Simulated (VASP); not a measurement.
Input of a VASP 6.6.1 run:

The input INCAR:

```
PREC = Accurate ; ENCUT = 520
EDIFF = 1E-6 ; ISMEAR = 0
SIGMA = 0.05 ; LREAL = False
LASPH = True ; NELM = 60
ALGO = Normal ; ISIF = 2
LWAVE = False ; LCHARG = False
GGA = PS ; NBANDS = 24
```

Contents of KPOINTS:

```
Automatic mesh
0
Gamma
  12 12 6
```

POSCAR

```
ZrC
1.0
    3.2491409656      0.0000000000      0.0000000000
   -1.6245704828      2.8138386167      0.0000000000
    0.0000000000      0.0000000000      5.7604255301
Zr C
2 2
Direct
    0.0000000000      0.0000000000      0.0000000000
    0.0000000000      0.0000000000      0.5000000000
    0.3333333333      0.6666666667      0.2500000000
    0.6666666667      0.3333333333      0.7500000000
```

Potentials or basis: VASP PAW PBE potentials, release 64 (Zr_sv, C).

The run is started by

```bash
$ cat potpaw_PBE.64/Zr_sv/POTCAR potpaw_PBE.64/C/POTCAR > POTCAR
$ mpirun -np 1 vasp_std > vasp.out
```

Q: Predict the band gap on the k mesh.

A: Zero (band 16 reaches 10.58 eV, above the bottom of band 17 at 9.00 eV).

Q: Estimate the pressure.

A: 4.7 GPa.

Caveat: the PAW data sets were made with another functional, which shifts forces and pressure a little.
